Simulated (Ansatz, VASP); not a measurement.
**Two plane-wave programs on Al**

INCAR

```
SYSTEM = Al
PREC = Accurate ; ENCUT = 520
EDIFF = 1E-7 ; ISMEAR = 0
SIGMA = 0.15 ; LREAL = .FALSE.
LASPH = .TRUE. ; NELM = 60
ALGO = Fast ; ISIF = 2
LWAVE = .FALSE. ; LCHARG = .TRUE.
GGA = CA ; LELF = .TRUE.
LVHAR = .TRUE. ; NBANDS = 8
```

File KPOINTS:

```
Automatic mesh
0
G
  22 22 22
  0 0 0
```

The input POSCAR:

```
Al
1.0
    0.0000000000      2.2719551060      1.6062722599
    2.2719551060      0.0000000000      1.6062722599
    2.2719551060      2.2719551060      0.0000000000
Al
1
Direct
    0.0000000000      0.0000000000      0.0000000000
```

Input for Ansatz:

```yaml
crystal:
  lattice:
    - [0.0, 2.271955106, 1.6062722599]
    - [2.271955106, 0.0, 1.6062722599]
    - [2.271955106, 2.271955106, 0.0]
  atoms:
    - { symbol: Al, position: [0.0, 0.0, 0.0] }
basis:
  ecutwfc: 420
kpoints:
  mp_grid: { grid: [22, 22, 22] }
hamiltonian:
  xc: lda
scf:
  occupations: { method: gaussian, width: 0.15 }
output:
  forces: true
  stress: true
  eigenvalues: true
```

Alike in both runs: task single point; functional LDA; k mesh 22 × 22 × 22; occupations gaussian, width 0.15 eV; no spin polarisation.

|  | VASP | Ansatz |
| --- | --- | --- |
| version | VASP 6.6.1 | Ansatz 0.2.0 |
| potentials or method | VASP PAW LDA potentials, release 64 (Al), cutoff 520 eV | scalar-relativistic, plane waves, PAW |
| valence electrons in the cell | 3 | 3 |

```csv
,VASP,Ansatz,Ansatz less VASP
gap on the k mesh at the Fermi level (eV),none,none,-
pressure (GPa),-1.6,-1.6,-0.06
```

LDA's correlation is that of Perdew and Zunger in VASP and of Perdew and Wang (1992) in Ansatz. A gap of «none» marks a metal or a gap that the smearing closes.
